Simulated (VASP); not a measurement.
# CoO (Fm-3m) in VASP: settings compared, part 2 of 2

VASP 6.6.1. Earlier steps stand in the parts before.

**4. Single point, PBEsol+D3(BJ), collinear spin, ferromagnetic start**

Input file INCAR:

```
SYSTEM = CoO
PREC = Accurate
ENCUT = 520
EDIFF = 1E-7
ISMEAR = -1
SIGMA = 0.05
LREAL = .False.
LASPH = .True.
NELM = 150
ALGO = Normal
ISIF = 2
LWAVE = .False.
LCHARG = .False.
ISPIN = 2
MAGMOM = 2 0
LORBIT = 11
LMAXMIX = 4
GGA = PS
IVDW = 12
NBANDS = 18
```

Input file KPOINTS:

```
Automatic mesh
0
Gamma
  11 11 11
  0 0 0
```

Input file POSCAR:

```
CoO
1.0
    0.0000000000      2.1315000000      2.1315000000
    2.1315000000      0.0000000000      2.1315000000
    2.1315000000      2.1315000000      0.0000000000
Co O
1 1
Direct
    0.0000000000      0.0000000000      0.0000000000
    0.5000000000      0.5000000000      0.5000000000
```

Potentials or basis: VASP PAW PBE potentials, release 64 (Co, O).

The run is started by

```sh
> cat potpaw_PBE.64/Co/POTCAR potpaw_PBE.64/O/POTCAR > POTCAR
> mpirun -np 1 vasp_std > vasp.out
```

OUTCAR:

```text
SYSTEM = CoO
   PREC = Accurate
   ENCUT = 520
   EDIFF = 1E-7
   ISMEAR = -1
   LREAL = .False.
   LASPH = .True.
   NELM = 150
   ISIF = 2
   ISPIN = 2
   LORBIT = 11
   GGA = PS
   IVDW = 12
 IVDW          = 12

 ion  position               nearest neighbor table
   1  0.000  0.000  0.000-   2 2.13   2 2.13   2 2.13   2 2.13   2 2.13   2 2.13
   2  0.500  0.500  0.500-   1 2.13   1 2.13   1 2.13   1 2.13   1 2.13   1 2.13

  LATTYP: Found a face centered cubic cell.
 ALAT       =     4.2630000000

  Lattice vectors:

 A1 = (   0.0000000000,   2.1315000000,   2.1315000000)
 A2 = (   2.1315000000,   0.0000000000,   2.1315000000)
 A3 = (   2.1315000000,   2.1315000000,   0.0000000000)

Analysis of symmetry for initial positions (statically):
=====================================================================
 Subroutine PRICEL returns:
 Original cell was already a primitive cell.

 Routine SETGRP: Setting up the symmetry group for a
 face centered cubic supercell.

 Subroutine GETGRP returns: Found 48 space group operations
 (whereof 48 operations were pure point group operations)
 out of a pool of 48 trial point group operations.
[... 1196 lines left out ...]

 [... further k-points ...]

------------------------ aborting loop because EDIFF is reached ----------------------------------------

 Edisp (eV)   -0.43304

 E8    (eV) :    -0.2651

  FORCE on cell =-STRESS in cart. coord.  units (eV):
  Direction    XX          YY          ZZ          XY          YZ          ZX
  --------------------------------------------------------------------------------------
  -------------------------------------------------------------------------------------
  Total      -1.79279    -1.79279    -1.79279     0.00000     0.00000    -0.00000
  in kB    -148.30463  -148.30463  -148.30463     0.00000     0.00000    -0.00000
  external pressure =     -148.30 kB  Pullay stress =        0.00 kB

 VOLUME and BASIS-vectors are now :
 -----------------------------------------------------------------------------
  energy-cutoff  :      520.00
  volume of cell :       19.37
      direct lattice vectors                 reciprocal lattice vectors
     0.000000000  2.131500000  2.131500000    -0.234576589  0.234576589  0.234576589
     2.131500000  0.000000000  2.131500000     0.234576589 -0.234576589  0.234576589
     2.131500000  2.131500000  0.000000000     0.234576589  0.234576589 -0.234576589

 POSITION                                       TOTAL-FORCE (eV/Angst)
 -----------------------------------------------------------------------------------
      0.00000      0.00000      0.00000         0.000000      0.000000      0.000000
      2.13150      2.13150      2.13150         0.000000      0.000000      0.000000
 -----------------------------------------------------------------------------------
    total drift:                                0.000000     -0.000000     -0.000000

  FREE ENERGIE OF THE ION-ELECTRON SYSTEM (eV)
  ---------------------------------------------------
  free  energy   TOTEN  =       -14.3914587553 eV

  energy  without entropy=      -14.3586674932  energy(sigma->0) =      -14.37506312

 total charge

# of ion       s       p       d       tot
------------------------------------------
    1        0.297   0.360   7.142   7.798
    2        1.551   3.398   0.000   4.949
--------------------------------------------------
tot          1.847   3.758   7.142  12.747

 magnetization (x)

# of ion       s       p       d       tot
------------------------------------------
    1        0.020   0.017   2.529   2.566
    2        0.029   0.287   0.000   0.316
--------------------------------------------------
tot          0.049   0.304   2.529   2.882
```

stdout:

```text
POSCAR found type information on POSCAR CoO
 POSCAR found :  2 types and       2 ions
 scaLAPACK will be used
 -----------------------------------------------------------------------------
|                                                                             |
|                                                                             |
|     You enforced a specific xc type in the INCAR file but a different       |
|     I HOPE YOU KNOW WHAT YOU ARE DOING!                                     |
|                                                                             |
 -----------------------------------------------------------------------------

 LDA part: xc-table for (Slater+PW92), standard interpolation
 POSCAR, INCAR and KPOINTS ok, starting setup
 FFT: planning ... GRIDC
 FFT: planning ... GRID_SOFT
 FFT: planning ... GRID
 WAVECAR not read
 entering main loop
```

Run time: 86 s. Hardware: 1 thread of Intel Xeon 8259CL, shared host; peak memory 0.18 GiB.

What came out:

- Free energy: -14.3915 eV
- Pressure: -14.8 GPa
- Net moment: 2.94 μB per cell
- Site moments: Co +2.57; O +0.32 μB
- Valence electrons inside the program's atomic spheres: Co 7.80; O 4.95
- Dispersion energy per atom: -0.217 eV

Levels at points of the mesh, in eV from the Fermi level:
Spin up:
| k point | band 5 | band 6 | band 7 | band 8 | band 9 | band 10 | band 11 | band 12 | band 13 | band 14 |
| --- | --- | --- | --- | --- | --- | --- | --- | --- | --- | --- |
| (0.00, 0.00, 0.00) | -3.21 | -3.21 | -3.14 | -3.14 | -3.14 | 0.83 | 16.56 | 17.89 | 17.89 | 17.89 |
Spin down:
```
           k point  band 4  band 5  band 6  band 7  band 8  band 9
(0.00, 0.00, 0.00)   -2.60   -1.10   -1.10   -1.10   -0.13   -0.13
```

Caveat: three body term missing; the cell stands under tension; the PAW data sets were made with another functional, which shifts forces and pressure a little; a cell with one magnetic atom can't hold antiferromagnetic order, which such compounds often take; semilocal functionals often make such compounds metallic where correlation or magnetic order opens a gap, which also shifts bond lengths.

**5. Relaxation of cell and atoms, PBEsol+D3(BJ), collinear spin, ferromagnetic start**

Input file INCAR:

```
SYSTEM = CoO
PREC = Accurate
ENCUT = 600
EDIFF = 1E-6
ISMEAR = -1
SIGMA = 0.05
LREAL = .False.
LASPH = .True.
NELM = 150
ALGO = Normal
ISIF = 3
LWAVE = .False.
LCHARG = .False.
ISPIN = 2
MAGMOM = 2 0
LORBIT = 11
LMAXMIX = 4
GGA = PS
IVDW = 12
IBRION = 2
NSW = 60
EDIFFG = -0.01
```

Input file KPOINTS:

```
regular mesh
0
Gamma
  11 11 11
  0 0 0
```

POSCAR is that of step 4.

The run is started by

```sh
> cat potpaw_PBE.64/Co/POTCAR potpaw_PBE.64/O/POTCAR > POTCAR
> mpirun -np 1 vasp_std > vasp.out
```

It took 3.4 min on 1 thread of Intel Xeon 8259CL, shared host; peak memory 0.19 GiB.

The run converged. Its results:

```
Free energy                                           : -14.4103 eV
Relaxed volume                                        : 8.76 Å³/atom
Relaxed cell                                          : a = 2.915 Å, b = 2.915 Å, c = 2.915 Å, α = 60.00°, β = 60.00°, γ = 60.00°
Space group after relaxing (to 0.1 Å)                 : Fm-3m (No. 225)
Energy gained by relaxing                             : 8.6 meV/atom
Ionic steps                                           : 8
Pressure after relaxing                               : 0.0 GPa
Net moment                                            : 2.47 μB per cell
Site moments                                          : Co +2.21; O +0.21 μB
Valence electrons inside the program's atomic spheres : Co 8.01; O 4.98
Dispersion energy per atom                            : -0.204 eV
```

The path:
```
step  energy change (eV)  largest force (eV/Å)  pressure (GPa)  volume (Å³)
   1              0.0000                0.0000          -15.36        19.37
   2             -0.0042                0.0000            7.29        16.88
   3             -0.0048                0.0000           -5.80        18.29
   4             -0.0169                0.0000           -0.72        17.63
   5             -0.0172                0.0000           -0.51        17.55
   6             -0.0167                0.0000            1.16        17.37
   7             -0.0172                0.0000            0.20        17.49
   8             -0.0172                0.0000            0.02        17.52
```

Final structure:
```
Co O
1.0
     0.00000    2.06137    2.06137
     2.06137    0.00000    2.06137
     2.06137    2.06137    0.00000
Co O
1 1
Direct
  0.00000 0.00000 0.00000
  0.50000 0.50000 0.50000
```

Levels at points of the mesh, in eV from the Fermi level:
Spin up:
| k point | band 7 | band 8 | band 9 | band 10 | band 11 | band 12 |
| --- | --- | --- | --- | --- | --- | --- |
| (0.00, 0.00, 0.00) | -3.07 | -3.07 | -3.07 | 1.41 | 16.86 | 18.75 |
Spin down:
| k point | band 2 | band 3 | band 4 | band 5 | band 6 | band 7 | band 8 | band 9 | band 10 | band 11 |
| --- | --- | --- | --- | --- | --- | --- | --- | --- | --- | --- |
| (0.00, 0.00, 0.00) | -3.28 | -3.28 | -3.28 | -1.36 | -1.36 | -1.36 | -0.36 | -0.36 | 1.87 | 16.83 |

Caveat: the PAW data sets were made with another functional, which shifts forces and pressure a little; a cell with one magnetic atom can't hold antiferromagnetic order, which such compounds often take; semilocal functionals often make such compounds metallic where correlation or magnetic order opens a gap, which also shifts bond lengths.

**6. The runs side by side**

| task | level | cell | cutoff (eV) | gap on the mesh (eV) | pressure (GPa) | moment (μB) |
| --- | --- | --- | --- | --- | --- | --- |
| single point | PBEsol | as given | 520 | none | -11.3 | 2.94 |
| single point | PBEsol+D3(BJ) | as given | 520 | none | -14.8 | 2.94 |
| relaxation of cell and atoms | PBEsol+D3(BJ) | relaxed | 600 | none | 0.0 | 2.47 |

Alike in all rows: potentials or basis VASP PAW PBE potentials, release 64 (Co, O); spin collinear, ferromagnetic start; k mesh 11 × 11 × 11; smearing fermi-dirac 0.05 eV.

Caveats: the PAW data sets were made with another functional, which shifts forces and pressure a little; a cell with one magnetic atom can't hold antiferromagnetic order, which such compounds often take; semilocal functionals often make such compounds metallic where correlation or magnetic order opens a gap, which also shifts bond lengths; the cell stands under tension (at least some runs); three body term missing (at least some runs).

Absolute energies hang on the potentials; compare differences alone.
